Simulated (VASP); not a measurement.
Here is a VASP 6.6.1 calculation.

INCAR

```
  PREC = Accurate
  ENCUT = 520
  EDIFF = 1E-6
  ISMEAR = 0
  SIGMA = 0.15
  LREAL = False
  LASPH = True
  NELM = 80
  ALGO = Normal
  ISIF = 2
  LWAVE = False
  LCHARG = False
  GGA = PS
  IVDW = 12
  NBANDS = 30
```

Contents of KPOINTS:

```
Automatic mesh
0
Gamma
  10 10 10
```

File POSCAR:

```
In3Se
1.0
    4.5878535042      0.0000000000      0.0000000000
    0.0000000000      4.5878535042      0.0000000000
    0.0000000000      0.0000000000      4.5878535042
In Se
3 1
Direct
    0.0000000000      0.5000000000      0.5000000000
    0.5000000000      0.0000000000      0.5000000000
    0.5000000000      0.5000000000      0.0000000000
   -0.0572162995      0.0000000000      0.0000000000
```

Potentials or basis: VASP PAW PBE potentials, release 64 (In_d, Se).

Run with:

```sh
$ cat potpaw_PBE.64/In_d/POTCAR potpaw_PBE.64/Se/POTCAR > POTCAR
$ mpirun -np 1 vasp_std > vasp.out
```

Task: Estimate the largest force.

Result: 0.221 eV/Å.

Task: What does it give for the dispersion energy per atom?

Result: -0.370 eV.

Task: What does it give for the pressure?

Result: 0.4 GPa.

Stress tensor (GPa, compression positive):
```
-0.04  0.00  0.00
 0.00  0.61  0.00
 0.00  0.00  0.61
```

Caveat: the cell differs from its parent crystal (atom 4 (Se) moved +0.263 Å towards its neighbour atom 4 (Se) at 4.588 Å); the PAW data sets were made with another functional, which shifts forces and pressure a little; pairwise dispersion overbinds metals, which lowers pressure and volume.
